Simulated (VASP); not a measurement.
Runs of VASP 6.6.1 on H. The structure is that of space group Cmce (No. 64), or close to it. The cells are those of the table. 

```tsv
spin	cell	gap on the mesh (eV)	pressure (GPa)	largest force (eV/Å)
off	a = 3.725, b = 3.725, c = 4.142 Å, angles 90.0, 90.0, 88.8°, 4 atoms	8.69	0.3	0.75
off	a = 3.689, b = 3.689, c = 4.142 Å, angles 90.0, 90.0, 88.8°, 4 atoms	8.69	(a)	0.86
off	a = 3.615, b = 3.615, c = 4.142 Å, angles 90.0, 90.0, 88.8°, 4 atoms	8.69	0.8	1.10
off	a = 3.634, b = 3.634, c = 4.142 Å, angles 90.0, 90.0, 88.8°, 4 atoms	8.69	0.7	1.04
off	a = 3.707, b = 3.707, c = 4.142 Å, angles 90.0, 90.0, 88.8°, 4 atoms	8.69	0.4	0.81
off	a = 3.735, b = 3.735, c = 4.142 Å, angles 90.0, 90.0, 88.8°, 4 atoms	8.69	0.3	0.72
off	a = 3.597, b = 3.597, c = 4.142 Å, angles 90.0, 90.0, 88.8°, 4 atoms	8.68	(b)	1.16
collinear, zero start	a = 3.652, b = 3.652, c = 4.142 Å, angles 90.0, 90.0, 88.8°, 4 atoms	8.69	0.7	0.98
off	a = 3.744, b = 3.744, c = 4.142 Å, angles 90.0, 90.0, 88.8°, 4 atoms	8.69	0.2	0.69
off	a = 3.652, b = 3.652, c = 4.142 Å, angles 90.0, 90.0, 88.8°, 4 atoms	8.69	0.7	0.98
```

Alike in all rows: task single point; level LDA; potentials or basis VASP PAW LDA potentials, release 64 (H); k mesh 6 × 6 × 6; cutoff (eV) 520; smearing gaussian 0.05 eV.

Fill in the values left out.

(a) 0.5; (b) 0.9.

Caveats: forces of over 1 eV/Å act on the atoms, so gaps and moduli don't describe the material at rest (at least some runs).

A k mesh can miss the band edges.
